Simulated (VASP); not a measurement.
# Zn3BH9 (P-3m1) in VASP: single point with PBE

Aim: the single point of Zn3BH9 with PBE.

Program: VASP 6.6.1. These are calculated values, not measurements. Logs are shortened: lines on timing, memory, paths and dates and some standing lists are left out, and cuts for length are marked.

## 1. The cell of the first run

Symmetry: P-3m1, No. 164, trigonal system. The conventional cell has a = 3.849 Å, b = 3.849 Å, c = 7.866 Å, α = 90.00°, β = 90.00°, γ = 120.00°. Zn (site symmetry -3m) has 6 H at 1.92 Å within 2.6 Å. Within 2.5 Å of Zn (site symmetry 3m) lie 9 H at 1.92 to 2.47 Å. B (site symmetry -3m) has 6 H at 1.34 Å within 1.8 Å. Within 2.5 Å of H (site symmetry 2/m) lie 4 Zn at 1.92 Å and 4 H at 1.92 Å. H (site symmetry m) has 1 B at 1.34 Å and 6 H at 1.84 to 2.01 Å within 2.1 Å.

## 2. Single point, PBE

File INCAR:

```
PREC = Accurate ; ENCUT = 520
EDIFF = 1E-7 ; ISMEAR = 0
SIGMA = 0.1 ; LREAL = F
LASPH = T ; NELM = 80
ALGO = Normal ; ISIF = 2
LWAVE = F ; LCHARG = F
GGA = PE ; NBANDS = 36
```

File KPOINTS:

```
regular mesh
0
Gamma
  12 12 6
```

File POSCAR:

```
Zn3BH9
1.0
    3.8491555082      0.0000000000      0.0000000000
   -1.9245777541      3.3334664532      0.0000000000
    0.0000000000      0.0000000000      7.8660551260
Zn B H
3 1 9
Direct
    0.0000000000      0.0000000000      0.0000000000
    0.3333333333      0.6666666667      0.1992835380
    0.6666666667      0.3333333333      0.8007164620
    0.0000000000      0.0000000000      0.5000000000
    0.5000000000      0.0000000000      0.0000000000
    0.0000000000      0.5000000000      0.0000000000
    0.5000000000      0.5000000000      0.0000000000
    0.8410609932      0.6821219863      0.3962342524
    0.3178780137      0.1589390068      0.3962342524
    0.8410609932      0.1589390068      0.3962342524
    0.1589390068      0.3178780137      0.6037657476
    0.6821219863      0.8410609932      0.6037657476
    0.1589390068      0.8410609932      0.6037657476
```

Potentials or basis: VASP PAW PBE potentials, release 64 (Zn, B, H).

Started as:

```bash
$ cat potpaw_PBE.64/Zn/POTCAR potpaw_PBE.64/B/POTCAR potpaw_PBE.64/H/POTCAR > POTCAR
$ mpirun -np 1 vasp_std > vasp.out
```

OUTCAR:

```text
PREC = Accurate
   ENCUT = 520
   EDIFF = 1E-7
   ISMEAR = 0
   LREAL = F
   LASPH = T
   NELM = 80
   ISIF = 2
   GGA = PE

 ion  position               nearest neighbor table
   1  0.000  0.000  0.000-   6 1.92   7 1.92   6 1.92   7 1.92   5 1.92   5 1.92   2 2.72   3 2.72
                             3 2.72   2 2.72   3 2.72   2 2.72
   2  0.333  0.667  0.199-   5 1.92   6 1.92   7 1.92   1 2.72   1 2.72   1 2.72
   3  0.667  0.333  0.801-   5 1.92   6 1.92   7 1.92   1 2.72   1 2.72   1 2.72
   4  0.000  0.000  0.500-  10 1.34  13 1.34  11 1.34   8 1.34  12 1.34   9 1.34
   5  0.500  0.000  0.000-   2 1.92   3 1.92   1 1.92   1 1.92
   6  0.000  0.500  0.000-   2 1.92   3 1.92   1 1.92   1 1.92
   7  0.500  0.500  0.000-   2 1.92   3 1.92   1 1.92   1 1.92
   8  0.841  0.682  0.396-   4 1.34
   9  0.318  0.159  0.396-   4 1.34
  10  0.841  0.159  0.396-   4 1.34
  11  0.159  0.318  0.604-   4 1.34
  12  0.682  0.841  0.604-   4 1.34
  13  0.159  0.841  0.604-   4 1.34

  LATTYP: Found a hexagonal cell.
 ALAT       =     3.8491555082
 C/A-ratio  =     2.0435794577

  Lattice vectors:

 A1 = (   3.8491555082,   0.0000000000,   0.0000000000)
 A2 = (  -1.9245777541,   3.3334664532,   0.0000000000)
 A3 = (   0.0000000000,   0.0000000000,   7.8660551260)

Analysis of symmetry for initial positions (statically):
=====================================================================
 Subroutine PRICEL returns:
 Original cell was already a primitive cell.

 Routine SETGRP: Setting up the symmetry group for a
 hexagonal supercell.

 Subroutine GETGRP returns: Found 12 space group operations
 (whereof 12 operations were pure point group operations)
 out of a pool of 24 trial point group operations.

The static configuration has the point symmetry D_3d.

Analysis of symmetry for dynamics (positions and initial velocities):
=====================================================================
 Subroutine PRICEL returns:
 Original cell was already a primitive cell.

 Routine SETGRP: Setting up the symmetry group for a
 hexagonal supercell.

 Subroutine GETGRP returns: Found 12 space group operations
 (whereof 12 operations were pure point group operations)
 out of a pool of 24 trial point group operations.

The dynamic configuration has the point symmetry D_3d.

 Subroutine INISYM returns: Found 12 space group operations
 (whereof 12 operations are pure point group operations),
 and found     1 'primitive' translations

----------------------------------------------------------------------------------------

                                     Primitive cell

  volume of cell :     100.9296

  direct lattice vectors                    reciprocal lattice vectors
     3.849155508  0.000000000  0.000000000     0.259797246  0.149994010  0.000000000
    -1.924577754  3.333466453  0.000000000     0.000000000  0.299988020  0.000000000
     0.000000000  0.000000000  7.866055126     0.000000000  0.000000000  0.127128527

  length of vectors
     3.849155508  3.849155508  7.866055126     0.299988020  0.299988020  0.127128527

  position of ions in fractional coordinates (direct lattice)
     0.000000000  0.000000000  0.000000000
     0.333333333  0.666666667  0.199283538
     0.666666667  0.333333333  0.800716462
     0.000000000  0.000000000  0.500000000
     0.500000000  0.000000000  0.000000000
     0.000000000  0.500000000  0.000000000
     0.500000000  0.500000000  0.000000000
     0.841060993  0.682121986  0.396234252
     0.317878014  0.158939007  0.396234252
     0.841060993  0.158939007  0.396234252
     0.158939007  0.317878014  0.603765748
     0.682121986  0.841060993  0.603765748
     0.158939007  0.841060993  0.603765748

  ion indices of the primitive-cell ions
   primitive index   ion index
                 1           1
                 2           2
                 3           3
                 4           4
                 5           5
                 6           6
                 7           7
                 8           8
                 9           9
                10          10
                11          11
                12          12
                13          13

----------------------------------------------------------------------------------------

 KPOINTS: regular mesh

Automatic generation of k-mesh.
 Grid dimensions read from file:
 generate k-points for:   12   12    6

 Generating k-lattice:

  Cartesian coordinates                     Fractional coordinates (reciprocal lattice)
     0.021649770  0.012499501  0.000000000     0.083333333  0.000000000  0.000000000
     0.000000000  0.024999002  0.000000000     0.000000000  0.083333333  0.000000000
     0.000000000  0.000000000  0.021188088     0.000000000  0.000000000  0.166666667

  Length of vectors
     0.024999002  0.024999002  0.021188088

  Shift w.r.t. Gamma in fractional coordinates (k-lattice)
     0.000000000  0.000000000  0.000000000

 Subroutine IBZKPT returns following result:
 ===========================================

 Found    100 irreducible k-points:

 Following reciprocal coordinates:
            Coordinates               Weight
  0.000000  0.000000  0.000000      1.000000
  0.083333  0.000000  0.000000      6.000000
  0.166667  0.000000  0.000000      6.000000
  0.250000 -0.000000  0.000000      6.000000
  0.333333 -0.000000  0.000000      6.000000
  0.416667 -0.000000  0.000000      6.000000
[... 16 lines left out ...]
  0.166667  0.000000  0.166667      6.000000
  0.000000  0.166667  0.166667      6.000000
 [... further k-points ...]
   k-points           NKPTS =    100   k-points in BZ     NKDIM =    100   number of bands    NBANDS=     36
   number of dos      NEDOS =    301   number of ions     NIONS =     13
   total plane-waves  NPLWV =  54000
   dimension x,y,z NGX =    30 NGY =   30 NGZ =   60
   dimension x,y,z NGXF=    60 NGYF=   60 NGZF=  120
   ions per type =               3   1   9
   NGX,Y,Z   is equivalent  to a cutoff of  12.96, 12.96, 12.68 a.u.
   NGXF,Y,Z  is equivalent  to a cutoff of  25.91, 25.91, 25.36 a.u.
 SYSTEM =  unknown system
   PREC   = accura    normal or accurate (medium, high low for compatibility)
   ISTART =      0    job   : 0-new  1-cont  2-samecut
   ICHARG =      2    charge: 1-file 2-atom 10-const
   ISPIN  =      1    spin polarized calculation?
   LNONCOLLINEAR =      F non collinear calculations
   LSORBIT =      F    spin-orbit coupling
   LASPH  =      T    aspherical Exc in radial PAW
   ENCUT  =  520.0 eV  38.22 Ry    6.18 a.u.   7.16  7.16 14.63*2*pi/ulx,y,z
   NELM   =     80;   NELMIN=  2; NELMDL= -5     # of ELM steps
   EDIFF  = 0.1E-06   stopping-criterion for ELM
   LREAL  =      F    real-space projection
   EDIFFG = 0.1E-05   stopping-criterion for IOM
   NSW    =      0    number of steps for IOM
   IBRION =     -1    ionic relax: 0-MD 1-quasi-New 2-CG
   NFREE  =      0    steps in history (QN), initial steepest desc. (CG)
   ISIF   =      2    stress and relaxation
   ISYM   =      2    0-nonsym 1-usesym 2-fastsym
   POTIM  = 0.5000    time-step for ionic-motion
   TEBEG  =    0.0;   TEEND  =   0.0 temperature during run
   PSTRESS=    0.0 pullay stress
   NELECT =      48.0000    total number of electrons
   NUPDOWN=      -1.0000    fix difference up-down
   EMIN   =  10.00;   EMAX   =-10.00  energy-range for DOS
   EFERMI =   0.00;   METHOD = LEGACY
   ISMEAR =     0;   SIGMA  =   0.10  broadening in eV -4-tet -1-fermi 0-gaus
   EFERMI_NEDOS =   21; number of points for ismear=-14 and -15
   IALGO  =     38    algorithm
   IMIX   =      4    mixing-type and parameters
     AMIX     =   0.40;   BMIX     =  1.00
     AMIX_MAG =   1.60;   BMIX_MAG =  1.00
  volume/ion in A,a.u.               =       7.76        52.39
  Fermi-wavevector in a.u.,A,eV,Ry     =   1.277857  2.414800 22.217220  1.632920
  Thomas-Fermi vector in A             =   2.410433
   LORBIT       =      0    0 simple, 1 ext, 2 COOP (PROOUT), +10 PAW based schemes
   GGA     = PE    functional components
   LHFCALC =     F    Hartree Fock is set to
   AEXX    =    0.0000 exact exchange contribution
   IVDW    =     0    specifies the selected vdW correction
   LEPSILON=     F    determine dielectric tensor
   LRPA    =     F    only Hartree local field effects (RPA)
 non-spin polarized calculation
 Gauss-broadening in eV      SIGMA  =   0.10
  energy-cutoff  :      520.00
  volume of cell :      100.93
 maximum number of plane-waves:      2751
 NGX is ok and might be reduce to    30
   NGX = 15   NGY = 15   NGZ = 29

 number of electron      48.0000032 magnetization

 Free energy of the ion-electron system (eV)
  ---------------------------------------------------
  ext. energy  EPLUGINS =         0.00000000
  ---------------------------------------------------
  free energy    TOTEN  =       -32.96444485 eV

  energy without entropy =      -32.95326538  energy(sigma->0) =      -32.95885512

 E-fermi :   1.5348     XC(G=0): -10.0125

 val. band max:        1.5272981087   @ k =   0.2500   0.1667   0.0000
 cond. band min:       1.5399361349   @ k =   0.0833   0.0000   0.5000
 fundamental gap:      0.0126380262
 Fermi energy:         1.5347834194

 k-point     1 :       0.0000    0.0000    0.0000
  band No.  band energies     occupation
      1     -10.5555      2.00000
      2      -9.5859      2.00000
      3      -6.7545      2.00000
      4      -6.7545      2.00000
      5      -6.5352      2.00000
      6      -6.2473      2.00000
[... 28 lines left out ...]
     35       8.8480      0.00000
     36       8.8480      0.00000

 k-point     2 :       0.0833    0.0000    0.0000
  band No.  band energies     occupation
      1     -10.4829      2.00000
      2      -9.5123      2.00000
      3      -6.7782      2.00000
      4      -6.7295      2.00000
      5      -6.4642      2.00000
      6      -6.2420      2.00000
[... 28 lines left out ...]
     35       9.1135      0.00000
     36       9.5077      0.00000

 k-point     3 :       0.1667    0.0000    0.0000
  band No.  band energies     occupation
      1     -10.2707      2.00000
      2      -9.2945      2.00000
      3      -6.8201      2.00000
      4      -6.6578      2.00000
      5      -6.3476      2.00000
      6      -6.2267      2.00000
[... 28 lines left out ...]
     35      10.1514      0.00000
     36      10.1802      0.00000

 k-point     4 :       0.2500   -0.0000    0.0000
  band No.  band energies     occupation
      1      -9.9392      2.00000
      2      -8.9436      2.00000
      3      -6.8716      2.00000
      4      -6.5511      2.00000
      5      -6.3071      2.00000
      6      -6.2026      2.00000
[... 28 lines left out ...]
     35      10.6153      0.00000
     36      10.6883      0.00000

 k-point     5 :       0.3333   -0.0000    0.0000
  band No.  band energies     occupation
      1      -9.5347      2.00000
      2      -8.4853      2.00000
      3      -6.9509      2.00000
      4      -6.4327      2.00000
      5      -6.2859      2.00000
      6      -6.1665      2.00000
[... 655 lines left out ...]
 k-point    22 :       0.0000    0.0833    0.1667
  band No.  band energies     occupation
      1     -10.4476      2.00000
      2      -9.5820      2.00000
      3      -6.7746      2.00000
      4      -6.7299      2.00000
      5      -6.4853      2.00000
      6      -6.2497      2.00000
[... 28 lines left out ...]
     35       9.1654      0.00000
     36       9.8240      0.00000

 k-point    23 :       0.1667    0.0000    0.1667
  band No.  band energies     occupation
      1     -10.2393      2.00000
      2      -9.3562      2.00000
      3      -6.8066      2.00000
      4      -6.6570      2.00000
      5      -6.3988      2.00000
      6      -6.2271      2.00000
[... 28 lines left out ...]
     35       9.7553      0.00000
     36      10.0984      0.00000

 k-point    24 :       0.0000    0.1667    0.1667
  band No.  band energies     occupation
      1     -10.2385      2.00000
      2      -9.3578      2.00000
      3      -6.8171      2.00000
      4      -6.6585      2.00000
      5      -6.3517      2.00000
      6      -6.2457      2.00000
[... 28 lines left out ...]
     35      10.2371      0.00000
     36      10.5558      0.00000

 [... further k-points ...]

------------------------ aborting loop because EDIFF is reached ----------------------------------------

  FORCE on cell =-STRESS in cart. coord.  units (eV):
  Direction    XX          YY          ZZ          XY          YZ          ZX
  --------------------------------------------------------------------------------------
  -------------------------------------------------------------------------------------
  Total        0.0228946      0.0228946     -0.0035841      0.0000000      0.0000000      0.0000000
  in kB        0.3634331      0.3634331     -0.0568950      0.0000000      0.0000000      0.0000000
  external PRESSURE =       0.2233238 kB  Pullay stress =       0.0000000 kB

 VOLUME and BASIS-vectors are now :
 -----------------------------------------------------------------------------
  energy-cutoff  :      520.00
  volume of cell :      100.93
      direct lattice vectors                 reciprocal lattice vectors
     3.849155508  0.000000000  0.000000000     0.259797246  0.149994010  0.000000000
    -1.924577754  3.333466453  0.000000000     0.000000000  0.299988020  0.000000000
     0.000000000  0.000000000  7.866055126     0.000000000  0.000000000  0.127128527

 POSITION                                       TOTAL-FORCE (eV/Angst)
 -----------------------------------------------------------------------------------
      0.00000      0.00000      0.00000         0.000000      0.000000      0.000000
     -0.00000      2.22231      1.56758         0.000000      0.000000      0.019462
      1.92458      1.11116      6.29848         0.000000     -0.000000     -0.019462
      0.00000      0.00000      3.93303         0.000000      0.000000      0.000000
      1.92458      0.00000      0.00000         0.000000      0.000000      0.000000
     -0.96229      1.66673      0.00000         0.000000      0.000000      0.000000
      0.96229      1.66673      0.00000         0.000000      0.000000      0.000000
      1.92458      2.27383      3.11680         0.000000     -0.002991     -0.001829
      0.91767      0.52982      3.11680         0.002590      0.001495     -0.001829
      2.93148      0.52982      3.11680        -0.002590      0.001495     -0.001829
     -0.00000      1.05964      4.74925         0.000000      0.002991      0.001829
      1.00691      2.80365      4.74925        -0.002590     -0.001495      0.001829
     -1.00691      2.80365      4.74925         0.002590     -0.001495      0.001829
 -----------------------------------------------------------------------------------
    total drift:                               -0.000000      0.000000      0.000000

  FREE ENERGIE OF THE ION-ELECTRON SYSTEM (eV)
  ---------------------------------------------------
  free  energy   TOTEN  =       -32.9644448452 eV

  energy  without entropy=      -32.9532653848  energy(sigma->0) =      -32.95885512
```

Wall time 10 min (1 thread of Intel Xeon 8259CL, shared host); peak memory 0.43 GiB.

What came out:

```
Free energy            : -32.9644 eV
Pressure               : 0.0 GPa
Largest force          : 0.019 eV/Å
Band gap on the k mesh : zero (bands 24 and 25 overlap by 1.91 eV)
```

Forces in eV/Å, atoms in the order of the input:
```
Zn   0.000  0.000  0.000
Zn   0.000  0.000  0.019
Zn   0.000  0.000 -0.019
B    0.000  0.000  0.000
H    0.000  0.000  0.000
H    0.000  0.000  0.000
H    0.000  0.000  0.000
H    0.000 -0.003 -0.002
H    0.003  0.001 -0.002
H   -0.003  0.001 -0.002
H    0.000  0.003  0.002
H   -0.003 -0.001  0.002
H    0.003 -0.001  0.002
```
